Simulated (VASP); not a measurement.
# W (I4/mmm) in VASP: further runs, part 3 of 3

VASP 6.6.1.

## Step 4: Single point, LDA (14.93 Å³/atom)

This run uses another cell than the first one, of 14.93 Å³/atom.

The input, INCAR:

```
PREC     = Accurate       # precision mode
ENCUT    = 520            # plane-wave cutoff, eV
EDIFF    = 1E-7           # SCF threshold, eV
ISMEAR   = 0              # smearing method
SIGMA    = 0.15           # smearing width, eV
LREAL    = F              # projectors in reciprocal space
LASPH    = T              # aspherical terms in the spheres
NELM     = 80             # most SCF steps
ALGO     = Fast           # electronic algorithm
ISIF     = 2              # what is computed and relaxed
LWAVE    = F              # write WAVECAR
LCHARG   = F              # write CHGCAR
NBANDS   = 13             # bands
```

The input, KPOINTS:

```
Automatic mesh
0
Gamma
  22 22 22
```

The input, POSCAR:

```
W
1.0
    0.0000000000      2.0573968336      1.7629833467
    2.0573968336      0.0000000000      1.7629833467
    2.0573968336      2.0573968336      0.0000000000
W
1
Direct
    0.0000000000      0.0000000000      0.0000000000
```

Potentials or basis: VASP PAW LDA potentials, release 64 (W_sv).

Run with:

```
$ cat potpaw_LDA.64/W_sv/POTCAR > POTCAR
$ mpirun -np 1 vasp_std > vasp.out
```

OUTCAR:

```text
PREC = Accurate
   ENCUT = 520
   EDIFF = 1E-7
   ISMEAR = 0
   LREAL = F
   LASPH = T
   NELM = 80
   ISIF = 2

 ion  position               nearest neighbor table
   1  0.000  0.000  0.000-

  LATTYP: Found a body centered tetragonal cell.
 ALAT       =     2.9095985053
 C/A-ratio  =     1.2118396016

  Lattice vectors:

 A1 = (   0.0000000000,  -2.0573968336,  -1.7629833467)
 A2 = (   0.0000000000,   2.0573968336,  -1.7629833467)
 A3 = (   2.0573968336,   0.0000000000,   1.7629833467)

Analysis of symmetry for initial positions (statically):
=====================================================================
 Subroutine PRICEL returns:
 Original cell was already a primitive cell.

 Routine SETGRP: Setting up the symmetry group for a
 body centered tetragonal supercell.

 Subroutine GETGRP returns: Found 16 space group operations
 (whereof 16 operations were pure point group operations)
 out of a pool of 16 trial point group operations.

The static configuration has the point symmetry D_4h.

Analysis of symmetry for dynamics (positions and initial velocities):
=====================================================================
 Subroutine PRICEL returns:
 Original cell was already a primitive cell.

 Routine SETGRP: Setting up the symmetry group for a
 body centered tetragonal supercell.

 Subroutine GETGRP returns: Found 16 space group operations
 (whereof 16 operations were pure point group operations)
 out of a pool of 16 trial point group operations.

The dynamic configuration has the point symmetry D_4h.

 Subroutine INISYM returns: Found 16 space group operations
 (whereof 16 operations are pure point group operations),
 and found     1 'primitive' translations

----------------------------------------------------------------------------------------

                                     Primitive cell

  volume of cell :      14.9250

  direct lattice vectors                    reciprocal lattice vectors
     0.000000000  2.057396834  1.762983347    -0.243025551  0.243025551  0.283610166
     2.057396834  0.000000000  1.762983347     0.243025551 -0.243025551  0.283610166
     2.057396834  2.057396834  0.000000000     0.243025551  0.243025551 -0.283610166

  length of vectors
     2.709426510  2.709426510  2.909598505     0.445597984  0.445597984  0.445597984

  position of ions in fractional coordinates (direct lattice)
     0.000000000  0.000000000  0.000000000

  ion indices of the primitive-cell ions
   primitive index   ion index
                 1           1

----------------------------------------------------------------------------------------

 KPOINTS: Automatic mesh

Automatic generation of k-mesh.
 Grid dimensions read from file:
 generate k-points for:   22   22   22

 Generating k-lattice:

  Cartesian coordinates                     Fractional coordinates (reciprocal lattice)
    -0.011046616  0.011046616  0.012891371     0.045454545  0.000000000  0.000000000
     0.011046616 -0.011046616  0.012891371     0.000000000  0.045454545  0.000000000
     0.011046616  0.011046616 -0.012891371    -0.000000000 -0.000000000  0.045454545

  Length of vectors
     0.020254454  0.020254454  0.020254454

  Shift w.r.t. Gamma in fractional coordinates (k-lattice)
     0.000000000  0.000000000  0.000000000

 Subroutine IBZKPT returns following result:
 ===========================================

 Found    834 irreducible k-points:

 Following reciprocal coordinates:
            Coordinates               Weight
  0.000000  0.000000  0.000000      1.000000
  0.045455  0.000000  0.000000      8.000000
  0.090909  0.000000  0.000000      8.000000
  0.136364  0.000000  0.000000      8.000000
  0.181818  0.000000  0.000000      8.000000
  0.227273  0.000000  0.000000      8.000000
[... 16 lines left out ...]
  0.500000  0.045455  0.000000      8.000000
 -0.454545  0.045455  0.000000      8.000000
 [... further k-points ...]
   k-points           NKPTS =    834   k-points in BZ     NKDIM =    834   number of bands    NBANDS=     13
   number of dos      NEDOS =    301   number of ions     NIONS =      1
   total plane-waves  NPLWV =   9600
   dimension x,y,z NGX =    20 NGY =   20 NGZ =   24
   dimension x,y,z NGXF=    40 NGYF=   40 NGZF=   48
   ions per type =               1
   NGX,Y,Z   is equivalent  to a cutoff of  12.27, 12.27, 13.71 a.u.
   NGXF,Y,Z  is equivalent  to a cutoff of  24.54, 24.54, 27.43 a.u.
 SYSTEM =  unknown system
   PREC   = accura    normal or accurate (medium, high low for compatibility)
   ISTART =      0    job   : 0-new  1-cont  2-samecut
   ICHARG =      2    charge: 1-file 2-atom 10-const
   ISPIN  =      1    spin polarized calculation?
   LNONCOLLINEAR =      F non collinear calculations
   LSORBIT =      F    spin-orbit coupling
   LASPH  =      T    aspherical Exc in radial PAW
   ENCUT  =  520.0 eV  38.22 Ry    6.18 a.u.   5.04  5.04  5.41*2*pi/ulx,y,z
   NELM   =     80;   NELMIN=  2; NELMDL= -5     # of ELM steps
   EDIFF  = 0.1E-06   stopping-criterion for ELM
   LREAL  =      F    real-space projection
   EDIFFG = 0.1E-05   stopping-criterion for IOM
   NSW    =      0    number of steps for IOM
   IBRION =     -1    ionic relax: 0-MD 1-quasi-New 2-CG
   NFREE  =      0    steps in history (QN), initial steepest desc. (CG)
   ISIF   =      2    stress and relaxation
   ISYM   =      2    0-nonsym 1-usesym 2-fastsym
   POTIM  = 0.5000    time-step for ionic-motion
   TEBEG  =    0.0;   TEEND  =   0.0 temperature during run
   PSTRESS=    0.0 pullay stress
   NELECT =      14.0000    total number of electrons
   NUPDOWN=      -1.0000    fix difference up-down
   EMIN   =  10.00;   EMAX   =-10.00  energy-range for DOS
   EFERMI =   0.00;   METHOD = LEGACY
   ISMEAR =     0;   SIGMA  =   0.15  broadening in eV -4-tet -1-fermi 0-gaus
   EFERMI_NEDOS =   21; number of points for ismear=-14 and -15
   IALGO  =     68    algorithm
   IMIX   =      4    mixing-type and parameters
     AMIX     =   0.40;   BMIX     =  1.00
     AMIX_MAG =   1.60;   BMIX_MAG =  1.00
  volume/ion in A,a.u.               =      14.93       100.72
  Fermi-wavevector in a.u.,A,eV,Ry     =   1.602554  3.028388 34.942210  2.568180
  Thomas-Fermi vector in A             =   2.699357
   LORBIT       =      0    0 simple, 1 ext, 2 COOP (PROOUT), +10 PAW based schemes
   GGA     = CA    functional components
   LHFCALC =     F    Hartree Fock is set to
   AEXX    =    0.0000 exact exchange contribution
   IVDW    =     0    specifies the selected vdW correction
   LEPSILON=     F    determine dielectric tensor
   LRPA    =     F    only Hartree local field effects (RPA)
 non-spin polarized calculation
 RMM-DIIS sequential band-by-band and
 Gauss-broadening in eV      SIGMA  =   0.15
  energy-cutoff  :      520.00
  volume of cell :       14.93
 maximum number of plane-waves:       426
   NGX = 11   NGY = 11   NGZ = 11

 number of electron      14.0000002 magnetization

 Free energy of the ion-electron system (eV)
  ---------------------------------------------------
  ext. energy  EPLUGINS =         0.00000000
  ---------------------------------------------------
  free energy    TOTEN  =       -13.77693971 eV

  energy without entropy =      -13.76962180  energy(sigma->0) =      -13.77328075

 E-fermi :  12.1275     XC(G=0): -14.1652

 val. band max:       12.1188363767   @ k =   0.4545   0.0909   0.0000
 cond. band min:      12.1279413584   @ k =   0.4545   0.2727   0.0000
 fundamental gap:      0.0091049817
 Fermi energy:        12.1275199184

 k-point     1 :       0.0000    0.0000    0.0000
  band No.  band energies     occupation
      1     -61.4132      2.00000
      2     -25.1349      2.00000
      3     -25.1349      2.00000
      4     -25.1136      2.00000
      5       2.3510      2.00000
      6      10.5152      2.00000
      7      10.5152      2.00000
      8      12.5638      0.00004
      9      12.8238      0.00000
     10      15.5028      0.00000
     11      25.1152      0.00000
     12      28.5723      0.00000
     13      28.5723      0.00000
[... 353 lines left out ...]
 k-point    24 :      -0.4545    0.0455    0.0000
  band No.  band energies     occupation
      1     -61.2411      2.00000
      2     -26.7046      2.00000
      3     -25.5077      2.00000
      4     -25.2077      2.00000
      5       5.6962      2.00000
      6       9.6113      2.00000
      7      11.6941      1.99996
      8      12.9700      0.00000
      9      16.6766      0.00000
     10      17.9213      0.00000
     11      23.7607      0.00000
     12      24.6741      0.00000
     13      31.2472      0.00000

 [... further k-points ...]

------------------------ aborting loop because EDIFF is reached ----------------------------------------

  FORCE on cell =-STRESS in cart. coord.  units (eV):
  Direction    XX          YY          ZZ          XY          YZ          ZX
  --------------------------------------------------------------------------------------
  -------------------------------------------------------------------------------------
  Total        2.8031518      2.8031518     -0.5511888      0.0000000     -0.0000000      0.0000000
  in kB      300.9143208    300.9143208    -59.1693225      0.0000000     -0.0000000      0.0000000
  external PRESSURE =     180.8864397 kB  Pullay stress =       0.0000000 kB

 VOLUME and BASIS-vectors are now :
 -----------------------------------------------------------------------------
  energy-cutoff  :      520.00
  volume of cell :       14.93
      direct lattice vectors                 reciprocal lattice vectors
     0.000000000  2.057396834  1.762983347    -0.243025551  0.243025551  0.283610166
     2.057396834  0.000000000  1.762983347     0.243025551 -0.243025551  0.283610166
     2.057396834  2.057396834  0.000000000     0.243025551  0.243025551 -0.283610166

 POSITION                                       TOTAL-FORCE (eV/Angst)
 -----------------------------------------------------------------------------------
      0.00000      0.00000      0.00000         0.000000      0.000000      0.000000
 -----------------------------------------------------------------------------------
    total drift:                                0.000000      0.000000      0.000000

  FREE ENERGIE OF THE ION-ELECTRON SYSTEM (eV)
  ---------------------------------------------------
  free  energy   TOTEN  =       -13.7769397142 eV

  energy  without entropy=      -13.7696217958  energy(sigma->0) =      -13.77328075
```

Run time: 2.9 min. Hardware: 1 thread of Intel Xeon 8259CL, shared host; peak memory 0.26 GiB.

What came out:

```
Free energy            : -13.7769 eV
Pressure               : 18.1 GPa
Band gap on the k mesh : zero (bands 7 and 8 overlap by 6.23 eV)
```

Caveat: the stress differs along the axes, from -6 to 30 GPa; spin-orbit coupling is left out, which moves the levels of the heavy elements.

## Step 5: Single point, LDA (14.42 Å³/atom)

This run uses another cell than the first one, of 14.42 Å³/atom.

The input, INCAR:

```
SYSTEM = W
ALGO     = Fast           ! electronic algorithm
EDIFF    = 1E-6           ! SCF threshold, eV
ENCUT    = 520            ! plane-wave cutoff, eV
GGA      = CA             ! functional
ISIF     = 2              ! what is computed and relaxed
ISMEAR   = 0              ! smearing method
LASPH    = .TRUE.         ! aspherical terms in the spheres
LCHARG   = .FALSE.        ! write CHGCAR
LREAL    = .FALSE.        ! projectors in reciprocal space
LWAVE    = .FALSE.        ! write WAVECAR
NBANDS   = 13             ! bands
NELM     = 60             ! most SCF steps
PREC     = Accurate       ! precision mode
SIGMA    = 0.15           ! smearing width, eV
```

The input, KPOINTS:

```
k-points
0
G
  22 22 22
  0 0 0
```

The input, POSCAR:

```
W
1.0
    0.0000000000      2.0340665363      1.7429916149
    2.0340665363      0.0000000000      1.7429916149
    2.0340665363      2.0340665363      0.0000000000
W
1
Direct
    0.0000000000      0.0000000000      0.0000000000
```

Run with:

```
$ cat potpaw_LDA.64/W_sv/POTCAR > POTCAR
$ mpirun -np 1 vasp_std > vasp.out
```

Wall time 2.1 min (1 thread of Intel Xeon 6975P-C (Granite Rapids), shared host); peak memory 0.25 GiB.

It converged, with:

```
Free energy            : -13.6978 eV
Pressure               : 32.6 GPa
Band gap on the k mesh : zero (bands 7 and 8 overlap by 6.53 eV)
```

Stress tensor (GPa, compression positive):
```
45.52  0.00  0.00
 0.00 45.52  0.00
 0.00  0.00  6.83
```

Levels at points of the mesh, in eV from the Fermi level:
```
           k point  band 4  band 5  band 6  band 7  band 8  band 9  band 10  band 11
(0.00, 0.00, 0.00)  -37.14   -9.96   -1.70   -1.70    0.42    0.72     3.52    13.01
(0.50, 0.00, 0.00)  -37.21   -6.76   -2.77    0.08    0.95    4.49     6.40    12.15
(0.50, 0.50, 0.00)  -38.10   -6.82   -6.19    5.48    6.00    6.35     6.35    11.05
(0.50, 0.00, 0.50)  -37.45   -6.87   -5.40    2.55    4.77    5.03     7.28    11.96
```

Caveat: the stress differs along the axes, from 7 to 46 GPa; spin-orbit coupling is left out, which moves the levels of the heavy elements.

## Step 6: Summary

```csv
cell,further INCAR settings,gap on the mesh (eV),pressure (GPa)
"a = 2.803, b = 2.803, c = 2.655 Å, angles 61.7, 61.7, 56.5°, 1 atom",ALGO = Fast; EDIFF = 1e-06; NBANDS = 13,none,26.7
"a = 2.683, b = 2.683, c = 2.943 Å, angles 56.7, 56.7, 66.5°, 1 atom",ALGO = Fast; EDIFF = 1e-06; NBANDS = 13,none,23.4
"a = 2.709, b = 2.709, c = 2.910 Å, angles 57.5, 57.5, 65.0°, 1 atom",ALGO = Fast; EDIFF = 1e-07; NBANDS = 13,none,18.1
"a = 2.679, b = 2.679, c = 2.877 Å, angles 57.5, 57.5, 65.0°, 1 atom",ALGO = Fast; EDIFF = 1e-06; NBANDS = 13,none,32.6
```

Alike in all rows: task single point; level LDA; potentials or basis VASP PAW LDA potentials, release 64 (W_sv); no spin polarisation; k mesh 22 × 22 × 22; cutoff (eV) 520; smearing gaussian 0.15 eV.

Caveats: spin-orbit coupling is left out, which moves the levels of the heavy elements; the stress differs along the axes, from 23 to 34 GPa (at least some runs); the stress differs along the axes, from -1 to 36 GPa (at least some runs); the stress differs along the axes, from -6 to 30 GPa (at least some runs); the stress differs along the axes, from 7 to 46 GPa (at least some runs).

Total energies depend on the potentials used, so only differences within one code and one set of settings carry meaning.
